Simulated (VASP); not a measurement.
# IrO (Pm-3m) in VASP: notebook, part 2 of 2

VASP 6.6.1. The steps go on from the part before.

## Step 5: Single point, PBE, collinear spin

This run uses another cell than the first one, of 12.43 Å³/atom.

File INCAR:

```
ALGO = Normal
EDIFF = 1E-6
ENCUT = 520
GGA = PE
ISIF = 2
ISMEAR = 0
ISPIN = 2
LASPH = True
LCHARG = True
LELF = True
LMAXMIX = 4
LORBIT = 11
LREAL = False
LVHAR = True
LWAVE = False
MAGMOM = 2.5 0
NBANDS = 18
NELM = 150
PREC = Accurate
SIGMA = 0.1
```

File KPOINTS:

```
k-points
0
Gamma
  14 14 14
```

File POSCAR:

```
IrO
1.0
    2.9184391982      0.0000000000      0.0000000000
    0.0000000000      2.9184391982      0.0000000000
    0.0000000000      0.0000000000      2.9184391982
Ir O
1 1
Direct
    0.0000000000      0.0000000000      0.0000000000
    0.5000000000      0.5000000000      0.5000000000
```

Launch:

```
$ cat potpaw_PBE.64/Ir/POTCAR potpaw_PBE.64/O/POTCAR > POTCAR
$ mpirun -np 1 vasp_std > vasp.out
```

It took 2.2 min on 1 thread of Intel Xeon 8259CL, shared host; peak memory 0.21 GiB.

The run converged. Its results:

| Item | Value |
| --- | --- |
| Free energy | -11.6005 eV |
| Pressure | -21.6 GPa |
| Net moment | 0.00 μB per cell |
| Valence electrons inside the program's atomic spheres | Ir 7.62; O 4.74 |

Levels at points of the mesh, in eV from the Fermi level:
Spin up:
| k point | band 4 | band 5 | band 6 | band 7 | band 8 | band 9 | band 10 | band 11 | band 12 | band 13 |
| --- | --- | --- | --- | --- | --- | --- | --- | --- | --- | --- |
| (0.00, 0.00, 0.00) | -3.19 | -3.19 | -3.19 | -2.50 | -0.21 | -0.21 | -0.21 | 16.72 | 16.72 | 16.72 |
| (0.50, 0.00, 0.00) | -4.39 | -3.82 | -0.04 | -0.03 | 0.73 | 0.73 | 4.57 | 5.27 | 12.76 | 15.29 |
| (0.50, 0.50, 0.00) | -3.82 | -2.69 | -2.39 | -1.46 | -1.46 | 1.00 | 5.43 | 8.77 | 8.77 | 17.02 |
| (0.50, 0.50, 0.50) | -6.93 | 1.10 | 1.10 | 1.16 | 1.16 | 1.16 | 6.50 | 6.50 | 6.50 | 10.27 |
Spin down:
| k point | band 4 | band 5 | band 6 | band 7 | band 8 | band 9 | band 10 | band 11 | band 12 | band 13 |
| --- | --- | --- | --- | --- | --- | --- | --- | --- | --- | --- |
| (0.00, 0.00, 0.00) | -3.19 | -3.19 | -3.19 | -2.50 | -0.21 | -0.21 | -0.21 | 16.72 | 16.72 | 16.72 |
| (0.50, 0.00, 0.00) | -4.38 | -3.82 | -0.04 | -0.03 | 0.73 | 0.73 | 4.57 | 5.27 | 12.76 | 15.29 |
| (0.50, 0.50, 0.00) | -3.82 | -2.68 | -2.38 | -1.46 | -1.46 | 1.01 | 5.43 | 8.77 | 8.77 | 17.02 |
| (0.50, 0.50, 0.50) | -6.93 | 1.10 | 1.10 | 1.16 | 1.16 | 1.16 | 6.50 | 6.50 | 6.50 | 10.28 |

Caveat: the cell stands under tension; spin-orbit coupling is left out, which moves the levels of the heavy elements.

## Step 6: Single point, PBE, collinear spin

This run uses another cell than the first one, of 13.32 Å³/atom.

File INCAR:

```
  ALGO = Normal
  EDIFF = 1E-6
  ENCUT = 520
  GGA = PE
  ISIF = 2
  ISMEAR = 0
  ISPIN = 2
  LASPH = T
  LCHARG = T
  LELF = T
  LMAXMIX = 4
  LORBIT = 11
  LREAL = F
  LVHAR = T
  LWAVE = F
  MAGMOM = 2.5 0
  NBANDS = 18
  NELM = 150
  PREC = Accurate
  SIGMA = 0.1
```

KPOINTS is that of step 5.

File POSCAR:

```
IrO
1.0
    2.9863340832      0.0000000000      0.0000000000
    0.0000000000      2.9863340832      0.0000000000
    0.0000000000      0.0000000000      2.9863340832
Ir O
1 1
Direct
    0.0000000000      0.0000000000      0.0000000000
    0.5000000000      0.5000000000      0.5000000000
```

Potentials or basis: VASP PAW PBE potentials, release 64 (Ir, O).

Launch:

```
$ cat potpaw_PBE.64/Ir/POTCAR potpaw_PBE.64/O/POTCAR > POTCAR
$ mpirun -np 1 vasp_std > vasp.out
```

OUTCAR:

```text
EDIFF = 1E-6
   ENCUT = 520
   GGA = PE
   ISIF = 2
   ISMEAR = 0
   ISPIN = 2
   LASPH = T
   LORBIT = 11
   LREAL = F
   NELM = 150
   PREC = Accurate

 ion  position               nearest neighbor table
   1  0.000  0.000  0.000-   2 2.59   2 2.59   2 2.59   2 2.59   2 2.59   2 2.59   2 2.59   2 2.59

   2  0.500  0.500  0.500-   1 2.59   1 2.59   1 2.59   1 2.59   1 2.59   1 2.59   1 2.59   1 2.59

  LATTYP: Found a simple cubic cell.
 ALAT       =     2.9863340832

  Lattice vectors:

 A1 = (   2.9863340832,   0.0000000000,   0.0000000000)
 A2 = (   0.0000000000,   2.9863340832,   0.0000000000)
 A3 = (   0.0000000000,   0.0000000000,   2.9863340832)

Analysis of symmetry for initial positions (statically):
=====================================================================
 Subroutine PRICEL returns:
 Original cell was already a primitive cell.

 Routine SETGRP: Setting up the symmetry group for a
 simple cubic supercell.
[... 705 lines left out ...]
      3       1.5463      1.00000
      4       2.5356      1.00000
      5       2.5356      1.00000
      6       2.5356      1.00000
[... 493 lines left out ...]
     17      29.3629      0.00000
     18      30.0902      0.00000

 [... further k-points ...]

------------------------ aborting loop because EDIFF is reached ----------------------------------------

  FORCE on cell =-STRESS in cart. coord.  units (eV):
  Direction    XX          YY          ZZ          XY          YZ          ZX
  --------------------------------------------------------------------------------------
  -------------------------------------------------------------------------------------
  Total       -4.8668024     -4.8668024     -4.8668024      0.0000000     -0.0000000      0.0000000
  in kB     -292.7784608   -292.7784608   -292.7784608      0.0000000     -0.0000000      0.0000000
  external PRESSURE =    -292.7784608 kB  Pullay stress =       0.0000000 kB

 VOLUME and BASIS-vectors are now :
 -----------------------------------------------------------------------------
  energy-cutoff  :      520.00
  volume of cell :       26.63
      direct lattice vectors                 reciprocal lattice vectors
     2.986334083  0.000000000  0.000000000     0.334858717  0.000000000  0.000000000
     0.000000000  2.986334083  0.000000000     0.000000000  0.334858717  0.000000000
     0.000000000  0.000000000  2.986334083     0.000000000  0.000000000  0.334858717

 POSITION                                       TOTAL-FORCE (eV/Angst)
 -----------------------------------------------------------------------------------
      0.00000      0.00000      0.00000         0.000000      0.000000      0.000000
      1.49317      1.49317      1.49317         0.000000      0.000000      0.000000
 -----------------------------------------------------------------------------------
    total drift:                                0.000000      0.000000     -0.000000

  FREE ENERGIE OF THE ION-ELECTRON SYSTEM (eV)
  ---------------------------------------------------
  free  energy   TOTEN  =       -11.3167653839 eV

  energy  without entropy=      -11.3004177267  energy(sigma->0) =      -11.30859156

 total charge

# of ion       s       p       d       tot
------------------------------------------
    1        0.433   0.294   6.779   7.506
    2        1.634   3.080   0.000   4.713
--------------------------------------------------
tot          2.067   3.373   6.779  12.219

 magnetization (x)

# of ion       s       p       d       tot
------------------------------------------
    1        0.000   0.000   0.000   0.000
    2        0.000   0.000   0.000   0.000
--------------------------------------------------
tot          0.000   0.000   0.000   0.001
```

OSZICAR:

```text
N       E                     dE             d eps       ncg     rms          rms(c)
DAV:   1     0.929923207522E+02    0.92992E+02   -0.67857E+03  8704   0.770E+02
DAV:   2    -0.896715034609E+01   -0.10196E+03   -0.86636E+02  8994   0.213E+02
DAV:   3    -0.132416965133E+02   -0.42745E+01   -0.41702E+01 10836   0.471E+01
[... 10 lines left out ...]
DAV:  14    -0.113166760527E+02   -0.23175E-03   -0.35931E-04 10814   0.141E-01    0.756E-02
DAV:  15    -0.113167698014E+02   -0.93749E-04   -0.16952E-04 10412   0.974E-02    0.408E-02
DAV:  16    -0.113167436103E+02    0.26191E-04   -0.85347E-05 10012   0.712E-02    0.343E-02
DAV:  17    -0.113167640948E+02   -0.20484E-04   -0.32834E-05 10092   0.463E-02    0.686E-03
DAV:  18    -0.113167653497E+02   -0.12549E-05   -0.45180E-06 10088   0.146E-02    0.318E-03
DAV:  19    -0.113167653839E+02   -0.34183E-07   -0.22774E-07  4736   0.447E-03
   1 F= -.11316765E+02 E0= -.11308592E+02  d E =-.163477E-01  mag=     0.0007
```

stdout:

```text
POSCAR found type information on POSCAR IrO
 POSCAR found :  2 types and       2 ions
 scaLAPACK will be used
 LDA part: xc-table for (Slater+PW92), standard interpolation
 POSCAR, INCAR and KPOINTS ok, starting setup
 FFT: planning ... GRIDC
 FFT: planning ... GRID_SOFT
 FFT: planning ... GRID
 WAVECAR not read
 entering main loop
```

Wall time 2.5 min (1 thread of Intel Xeon 8259CL, shared host); peak memory 0.22 GiB.

Results:

* Free energy: -11.3168 eV
* Pressure: -29.3 GPa
* Net moment: 0.00 μB per cell
* Valence electrons inside the program's atomic spheres: Ir 7.51; O 4.71

Caveat: the cell stands under tension; spin-orbit coupling is left out, which moves the levels of the heavy elements.

## Step 7: Single point, PBE, collinear spin

This run uses another cell than the first one, of 14.43 Å³/atom.

File INCAR:

```
ALGO = Normal ; EDIFF = 1E-6
ENCUT = 520 ; GGA = PE
ISIF = 2 ; ISMEAR = 0
ISPIN = 2 ; LASPH = T
LCHARG = T ; LELF = T
LMAXMIX = 4 ; LORBIT = 11
LREAL = F ; LVHAR = T
LWAVE = F ; MAGMOM = 2.5 0
NBANDS = 18 ; NELM = 150
PREC = Accurate ; SIGMA = 0.1
```

KPOINTS is that of step 6.

File POSCAR:

```
IrO
1.0
    3.0670846304      0.0000000000      0.0000000000
    0.0000000000      3.0670846304      0.0000000000
    0.0000000000      0.0000000000      3.0670846304
Ir O
1 1
Direct
    0.0000000000      0.0000000000      0.0000000000
    0.5000000000      0.5000000000      0.5000000000
```

Launch:

```
$ cat potpaw_PBE.64/Ir/POTCAR potpaw_PBE.64/O/POTCAR > POTCAR
$ mpirun -np 1 vasp_std > vasp.out
```

It took 9.2 min on 1 thread of Intel Xeon 8259CL, shared host; peak memory 0.24 GiB.

Results (log left out):

```
Free energy                                           : -10.8721 eV
Pressure                                              : -33.7 GPa
Net moment                                            : 0.51 μB per cell
Site moments                                          : Ir +0.40; O +0.09 μB
Valence electrons inside the program's atomic spheres : Ir 7.39; O 4.70
```

Levels at points of the mesh, in eV from the Fermi level:
Spin up:
| k point | band 6 | band 7 | band 8 | band 9 | band 10 | band 11 |
| --- | --- | --- | --- | --- | --- | --- |
| (0.00, 0.00, 0.00) | -2.57 | -2.57 | -0.35 | -0.35 | -0.35 | 15.16 |
| (0.50, 0.00, 0.00) | -0.23 | -0.16 | 0.46 | 0.46 | 4.17 | 4.25 |
| (0.50, 0.50, 0.00) | -2.14 | -1.28 | -1.28 | 0.59 | 4.41 | 7.95 |
| (0.50, 0.50, 0.50) | 0.66 | 0.80 | 0.80 | 0.80 | 6.28 | 6.28 |
Spin down:
| k point | band 3 | band 4 | band 5 | band 6 | band 7 | band 8 | band 9 | band 10 | band 11 | band 12 |
| --- | --- | --- | --- | --- | --- | --- | --- | --- | --- | --- |
| (0.00, 0.00, 0.00) | -3.26 | -2.45 | -2.41 | -2.41 | -2.41 | -0.04 | -0.04 | -0.04 | 15.29 | 15.29 |
| (0.50, 0.00, 0.00) | -3.38 | -3.38 | -2.90 | 0.08 | 0.08 | 0.73 | 0.73 | 4.24 | 4.45 | 13.00 |
| (0.50, 0.50, 0.00) | -4.20 | -2.93 | -1.99 | -1.87 | -0.99 | -0.99 | 0.86 | 4.61 | 8.06 | 8.06 |
| (0.50, 0.50, 0.50) | -5.45 | -5.45 | 0.93 | 0.93 | 1.06 | 1.06 | 1.06 | 6.34 | 6.34 | 6.34 |

Caveat: the cell stands under tension; spin-orbit coupling is left out, which moves the levels of the heavy elements.

## Step 8: The runs side by side

```csv
spin,cell,k mesh,gap on the mesh (eV),pressure (GPa),moment (μB)
off,"a = 2.811 Å, 2 atoms",8 × 8 × 8,none,0.2,-
collinear,"a = 2.810 Å, 2 atoms",14 × 14 × 14,none,0.1,0.00
collinear,"a = 2.865 Å, 2 atoms",14 × 14 × 14,none,-12.7,0.00
collinear,"a = 2.918 Å, 2 atoms",14 × 14 × 14,none,-21.6,0.00
collinear,"a = 2.986 Å, 2 atoms",14 × 14 × 14,none,-29.3,0.00
collinear,"a = 3.067 Å, 2 atoms",14 × 14 × 14,none,-33.7,0.51
```

Alike in all rows: task single point; level PBE; potentials or basis VASP PAW PBE potentials, release 64 (Ir, O); cutoff (eV) 520; smearing gaussian 0.1 eV.

Caveats: spin-orbit coupling is left out, which moves the levels of the heavy elements; the cell stands under tension (at least some runs); an odd number of electrons without spin polarisation forces a metal (at least some runs); a magnetic or distorted state may lie lower (at least some runs).

Total energies depend on the potentials used, so only differences within one code and one set of settings carry meaning.
